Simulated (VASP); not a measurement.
# Na3AlO3 (R3m) in VASP: notebook, part 2 of 2

VASP 6.6.1.

## (3) Relaxation of cell and atoms, PBE

This run uses another cell than the first one, of 15.65 Å³/atom, 1.005 times its volume.

Contents of INCAR:

```
ALGO     = Normal         # electronic algorithm
EDIFF    = 1E-7           # SCF threshold, eV
EDIFFG   = -0.08          # ionic threshold
ENCUT    = 600            # plane-wave cutoff, eV
GGA      = PE             # functional
IBRION   = 2              # ionic algorithm
ISIF     = 3              # what is computed and relaxed
ISMEAR   = 0              # smearing method
LASPH    = T              # aspherical terms in the spheres
LCHARG   = F              # write CHGCAR
LREAL    = F              # projectors in reciprocal space
LWAVE    = F              # write WAVECAR
NELM     = 100            # most SCF steps
NSW      = 36             # ionic steps
PREC     = Accurate       # precision mode
SIGMA    = 0.15           # smearing width, eV
```

Contents of KPOINTS:

```
k-points
0
Gamma
  3 3 3
```

Contents of POSCAR:

```
Na3AlO3
1.0
    4.9230438200      2.8423206800      1.3047206000
   -4.9230438200      2.8423206800      1.3047206000
    0.0000000000     -5.6846413500      1.3047206000
Na Al O
3 1 3
Direct
    0.9854160000      0.5494960000      0.5494960000
    0.5494960000      0.9854160000      0.5494960000
    0.5494960000      0.5494960000      0.9854160000
    0.1337360000      0.1337360000      0.1337360000
    0.6265580100      0.9776089800      0.9776089800
    0.9776089800      0.6265580100      0.9776089800
    0.9776089800      0.9776089800      0.6265580100
```

Potentials or basis: VASP PAW PBE potentials, release 64 (Na_pv, Al, O).

Run with:

```console
cat potpaw_PBE.64/Na_pv/POTCAR potpaw_PBE.64/Al/POTCAR potpaw_PBE.64/O/POTCAR > POTCAR
mpirun -np 1 vasp_std > vasp.out
```

OUTCAR:

```text
EDIFF = 1E-7
   EDIFFG = -0.08
   ENCUT = 600
   GGA = PE
   IBRION = 2
   ISIF = 3
   ISMEAR = 0
   LASPH = T
   LREAL = F
   NELM = 100
   NSW = 36
   PREC = Accurate

 ion  position               nearest neighbor table
   1  0.985  0.549  0.549-   5 2.30   5 2.30   6 2.37   7 2.37   4 3.02
   2  0.549  0.985  0.549-   6 2.30   6 2.30   5 2.37   7 2.37   4 3.02
   3  0.549  0.549  0.985-   7 2.30   7 2.30   6 2.37   5 2.37   4 3.02
   4  0.134  0.134  0.134-   7 2.26   6 2.26   5 2.26   1 3.02   2 3.02   3 3.02
   5  0.627  0.978  0.978-   4 2.26   1 2.30   1 2.30   2 2.37   3 2.37
   6  0.978  0.627  0.978-   4 2.26   2 2.30   2 2.30   1 2.37   3 2.37
   7  0.978  0.978  0.627-   4 2.26   3 2.30   3 2.30   2 2.37   1 2.37

  LATTYP: Found a trigonal (rhomboedric) cell.
 ALAT       =     5.8324474405
 COS(alpha) =    -0.4249372212

  Lattice vectors:

 A1 = (   4.9230438200,   2.8423206800,   1.3047206000)
 A2 = (  -4.9230438200,   2.8423206800,   1.3047206000)
 A3 = (   0.0000000000,  -5.6846413500,   1.3047206000)

Analysis of symmetry for initial positions (statically):
=====================================================================
[... 156 lines left out ...]

 number of electron      42.0000006 magnetization

 Free energy of the ion-electron system (eV)
  ---------------------------------------------------
  ext. energy  EPLUGINS =         0.00000000
  ---------------------------------------------------
  free energy    TOTEN  =       -30.35368319 eV

  energy without entropy =      -30.33897492  energy(sigma->0) =      -30.34632905

------------------------ aborting loop because EDIFF is reached ----------------------------------------

  FORCE on cell =-STRESS in cart. coord.  units (eV):
  Direction    XX          YY          ZZ          XY          YZ          ZX
  --------------------------------------------------------------------------------------
  -------------------------------------------------------------------------------------
  Total       -6.0278789     -6.0278789     -7.7020112      0.0000000     -0.0000000      0.0000000
  in kB      -88.1656792    -88.1656794   -112.6520715      0.0000000     -0.0000003      0.0000000
  external PRESSURE =     -96.3278100 kB  Pullay stress =       0.0000000 kB
[... 457 lines left out ...]
     24       8.3736      0.00000
     25      10.1547      0.00000

[... ionic steps 4 to 28 ...]

--------------------------------------- Ionic step       29  -------------------------------------------

 number of electron      42.0000005 magnetization

------------------------ aborting loop because EDIFF is reached ----------------------------------------
[... 77 lines left out ...]
--------------------------------------- Ionic step       31  -------------------------------------------

 number of electron      41.9999994 magnetization

 Free energy of the ion-electron system (eV)
  ---------------------------------------------------
  ext. energy  EPLUGINS =         0.00000000
  ---------------------------------------------------
  free energy    TOTEN  =       -35.59769861 eV

  energy without entropy =      -35.59769861  energy(sigma->0) =      -35.59769861

 E-fermi :   0.9097     XC(G=0):  -8.4478

 val. band max:        0.1406961074   @ k =  -0.3333   0.3333   0.3333
 cond. band min:       2.2700003655   @ k =   0.0000   0.0000   0.0000
 fundamental gap:      2.1293042581
 Fermi energy:         0.9096979094
[... 200 lines left out ...]
  FREE ENERGIE OF THE ION-ELECTRON SYSTEM (eV)
  ---------------------------------------------------
  free  energy   TOTEN  =       -35.5976986073 eV

  energy  without entropy=      -35.5976986073  energy(sigma->0) =      -35.59769861

 reached required accuracy - stopping structural energy minimisation
```

OSZICAR:

```text
N       E                     dE             d eps       ncg     rms          rms(c)
DAV:   1     0.471957866887E+03    0.47196E+03   -0.23422E+04   300   0.202E+03
DAV:   2     0.353430624230E+02   -0.43661E+03   -0.42875E+03   332   0.516E+02
DAV:   3    -0.347014465978E+02   -0.70045E+02   -0.67039E+02   363   0.185E+02
[... 337 lines left out ...]
DAV:   4    -0.355976974941E+02    0.17243E-03   -0.40466E-04   398   0.162E-01    0.186E-02
DAV:   5    -0.355976982940E+02   -0.79993E-06   -0.37816E-05   320   0.522E-02    0.106E-02
DAV:   6    -0.355976982288E+02    0.65208E-07   -0.37303E-06   332   0.192E-02    0.323E-03
DAV:   7    -0.355976985979E+02   -0.36914E-06   -0.13153E-06   303   0.869E-03    0.132E-03
DAV:   8    -0.355976986073E+02   -0.93196E-08   -0.25273E-07   291   0.458E-03
  31 F= -.35597699E+02 E0= -.35597699E+02  d E =-.316653E-02
```

CONTCAR:

```text
Na3AlO3
   1.00000000000000
     5.0890956902960571    2.9381907718393494    1.2045562477094887
    -5.0890956902960571    2.9381907718393494    1.2045562477094887
     0.0000000000000000   -5.8763815344202799    1.2045562497825080
  Na              Al              O
     3     1     3
Direct
     0.0445576744282210    0.5722903717520541    0.5722903717540891
     0.5722903717520541    0.0445576744282210    0.5722903717540891
     0.5722903717561154    0.5722903717561154    0.0445576744324707
     0.9263349020735543    0.9263349020735543    0.9263349020313042
     0.7000901989632274    0.9921782254760841    0.9921782254953562
     0.9921782254760841    0.7000901989632274    0.9921782254953562
     0.9921782255507338    0.9921782255507338    0.7000901990373249

  0.00000000E+00  0.00000000E+00  0.00000000E+00
  0.00000000E+00  0.00000000E+00  0.00000000E+00
  0.00000000E+00  0.00000000E+00  0.00000000E+00
  0.00000000E+00  0.00000000E+00  0.00000000E+00
  0.00000000E+00  0.00000000E+00  0.00000000E+00
  0.00000000E+00  0.00000000E+00  0.00000000E+00
  0.00000000E+00  0.00000000E+00  0.00000000E+00
```

Run time: 9.9 min. Hardware: 1 thread of Intel Xeon Platinum 8488C (Sapphire Rapids), shared host; peak memory 0.34 GiB.

What came out:

| Property | Result |
| --- | --- |
| Free energy | -35.5977 eV |
| Relaxed volume | 15.44 Å³/atom |
| Relaxed cell | a = 5.999 Å, b = 5.999 Å, c = 5.999 Å, α = 116.07°, β = 116.07°, γ = 116.07° |
| Space group after relaxing (to 0.05 Å) | R3m (No. 160) |
| Energy gained by relaxing | 749.1 meV/atom |
| Ionic steps | 31 |
| Pressure after relaxing | 0.1 GPa |
| Largest force after relaxing | 0.072 eV/Å |
| Band gap on the k mesh | 2.13 eV, indirect (least direct gap 2.38 eV) |

Forces on the atoms (eV/Å):
```
Na   0.012  0.007  0.051
Na  -0.012  0.007  0.051
Na   0.000 -0.014  0.051
Al   0.000  0.000 -0.026
O    0.050  0.029 -0.043
O   -0.050  0.029 -0.043
O    0.000 -0.058 -0.043
```

Step by step:
| step | energy change (eV) | largest force (eV/Å) | pressure (GPa) | volume (Å³) |
| --- | --- | --- | --- | --- |
| 1 | 0.0000 | 4.4321 | -9.63 | 109.54 |
| 2 | -3.0513 | 4.1276 | -2.39 | 95.29 |
| 3 | 22.1322 | 46.2911 | 194.95 | 62.75 |
| 4 | -2.6648 | 4.3050 | -1.20 | 92.45 |
| 5 | -1.9424 | 5.0431 | 40.90 | 76.65 |
| 6 | -3.3024 | 3.2819 | 5.79 | 87.27 |
| 7 | -3.4273 | 1.3182 | 16.69 | 82.57 |
| 8 | -3.4715 | 2.0983 | 12.45 | 84.14 |
| 9 | -4.3834 | 2.4318 | 14.10 | 91.77 |
| 10 | -4.3828 | 2.4907 | 14.14 | 91.89 |
| 11 | -5.0715 | 0.4039 | 1.21 | 103.83 |
| 12 | -5.0761 | 0.5306 | 0.23 | 105.10 |
| 13 | -5.0760 | 0.4947 | 0.44 | 104.83 |
| 14 | -5.1063 | 0.3557 | 0.16 | 105.89 |
| 15 | -5.1479 | 0.2899 | -0.43 | 108.98 |
| 16 | -5.1488 | 0.3440 | -0.51 | 109.50 |
| 17 | -5.1725 | 0.2492 | -1.00 | 109.70 |
| 18 | -5.1917 | 0.3848 | -1.92 | 110.13 |
| 19 | -5.2019 | 0.3396 | -1.62 | 109.77 |
| 20 | -5.2190 | 0.2323 | -0.68 | 108.69 |
| 21 | -5.2197 | 0.2162 | -0.39 | 108.38 |
| 22 | -5.2243 | 0.1251 | -0.18 | 108.31 |
| 23 | -5.2280 | 0.1869 | 0.27 | 108.17 |
| 24 | -5.2309 | 0.1511 | 0.18 | 108.28 |
| 25 | -5.2365 | 0.1031 | -0.13 | 108.62 |
| 26 | -5.2327 | 0.1968 | -0.69 | 109.29 |
| 27 | -5.2374 | 0.1042 | -0.31 | 108.83 |
| 28 | -5.2395 | 0.0961 | -0.07 | 108.56 |
| 29 | -5.2408 | 0.1447 | 0.34 | 108.12 |
| 30 | -5.2422 | 0.1015 | 0.29 | 108.11 |
| 31 | -5.2440 | 0.0722 | 0.14 | 108.07 |

Final structure:
```yaml
crystal:
  lattice:
    - [5.08910, 2.93819, 1.20456]
    - [-5.08910, 2.93819, 1.20456]
    - [0.00000, -5.87638, 1.20456]
  atoms:
    - { symbol: Na, position: [0.04456, 0.57229, 0.57229] }
    - { symbol: Na, position: [0.57229, 0.04456, 0.57229] }
    - { symbol: Na, position: [0.57229, 0.57229, 0.04456] }
    - { symbol: Al, position: [0.92633, 0.92633, 0.92633] }
    - { symbol: O, position: [0.70009, 0.99218, 0.99218] }
    - { symbol: O, position: [0.99218, 0.70009, 0.99218] }
    - { symbol: O, position: [0.99218, 0.99218, 0.70009] }
```

Caveat: the k points lie up to 0.63 Å⁻¹ apart in the final cell; the relaxation stopped at a loose force limit of 0.08 eV/Å, so its end isn't a converged minimum. Expect the measured gap to be larger: semilocal functionals such as PBE lack the derivative discontinuity.
